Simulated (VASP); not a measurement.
## Co2Mo: single point with PBE

The system is Co2Mo.

```
Co Mo
1.0
     3.75310    0.00000    0.00000
    -1.87655    3.25028    0.00000
     0.00000    0.00000    2.63980
Co Mo
2 1
Direct
  0.33333 0.66667 0.50000
  0.66667 0.33333 0.50000
  0.00000 0.00000 0.00000
```

```yaml
Program: VASP 6.6.1
Task: single point
Functional: PBE
Potentials_or_basis: VASP PAW PBE potentials, release 64 (Co, Mo_sv)
Cutoff: 520 eV
k_mesh: 6 × 6 × 6
Occupations: gaussian, width 0.1 eV
Spin: collinear spin, ferromagnetic start
Starting_moments: "[3.0, 3.0, 0.0] μB"
```

* Pressure: 45.1 GPa
* Band gap on the k mesh: zero (filled and empty bands overlap)
* Net moment: 0.00 μB per cell
* Valence electrons inside the program's atomic spheres: Co 8.75; Mo 12.75

Stress tensor (GPa, compression positive):
```
55.26  0.00  0.00
 0.00 55.26  0.00
 0.00  0.00 24.91
```

Levels at points of the mesh, in eV from the Fermi level:
Spin up:
```tsv
k point	band 14	band 15	band 16	band 17	band 18	band 19
(0.00, 0.00, 0.00)	-1.24	-1.24	-1.17	-1.17	-0.90	3.03
(0.50, 0.00, 0.00)	-1.19	-0.84	-0.19	0.45	1.96	2.09
(0.00, 0.00, 0.50)	-1.06	0.50	1.66	2.01	2.01	2.75
(0.50, 0.00, 0.50)	-0.85	-0.54	-0.53	0.41	2.12	2.38
```
Spin down:
```
           k point  band 13  band 14  band 15  band 16  band 17  band 18  band 19  band 20
(0.00, 0.00, 0.00)    -1.83    -1.24    -1.24    -1.17    -1.17    -0.90     3.03     3.03
(0.50, 0.00, 0.00)    -1.62    -1.19    -0.84    -0.19     0.45     1.96     2.09     2.09
(0.00, 0.00, 0.50)    -1.06    -1.06     0.50     1.66     2.01     2.01     2.75     2.75
(0.50, 0.00, 0.50)    -0.96    -0.85    -0.54    -0.53     0.41     2.12     2.38     2.38
```

Wall time 37 s on 1 thread of Intel(R) Xeon(R) Platinum 8488C (Sapphire Rapids) (shared host), peak memory 0.17 GiB.

Caveat: the k points lie up to 0.40 Å⁻¹ apart; the starting moments collapsed, and a magnetic state may lie lower.
